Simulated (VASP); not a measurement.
A run of VASP 6.6.1 is set up as follows.

File INCAR:

```
ALGO = Normal
EDIFF = 1E-7
ENCUT = 520
ISIF = 2
ISMEAR = 0
LASPH = True
LCHARG = True
LELF = True
LREAL = False
LVHAR = True
LWAVE = False
NBANDS = 64
NELM = 100
PREC = Accurate
SIGMA = 0.05
```

Contents of KPOINTS:

```
k-points
0
Gamma
  6 6 6
```

POSCAR

```
SnO2
1.0
    3.2534500000      1.8783802333      4.2912000000
   -3.2534500000      1.8783802333      4.2912000000
    0.0000000000     -3.7567604666      4.2912000000
Sn O
4 8
Direct
    0.8645353782      0.8645353782      0.8645353782
    0.3648691645      0.3648691645      0.8648751974
    0.3648691645      0.8648751974      0.3648691645
    0.8648751974      0.3648691645      0.3648691645
    0.1199116729      0.6196051221      0.6196051221
    0.6196051221      0.1199116729      0.6196051221
    0.6196051221      0.6196051221      0.1199116729
    0.6099370359      0.6099370359      0.6099370359
    0.1198492242      0.1198492242      0.1198492242
    0.1096932183      0.1096932183      0.6100024814
    0.1096932183      0.6100024814      0.1096932183
    0.6100024814      0.1096932183      0.1096932183
```

Potentials or basis: VASP PAW LDA potentials, release 64 (Sn_d, O).

Launch:

```bash
$ cat potpaw_LDA.64/Sn_d/POTCAR potpaw_LDA.64/O/POTCAR > POTCAR
$ mpirun -np 1 vasp_std > vasp.out
```

(1) Estimate the band gap on the k mesh.

(2) What does it give for the pressure?

(3) Predict the largest force.

## Answers

(1) 1.22 eV.

(2) -9.7 GPa.

(3) 0.732 eV/Å.

Caveat: the cell stands under tension; spin-orbit coupling is left out, which moves the levels of the heavy elements.
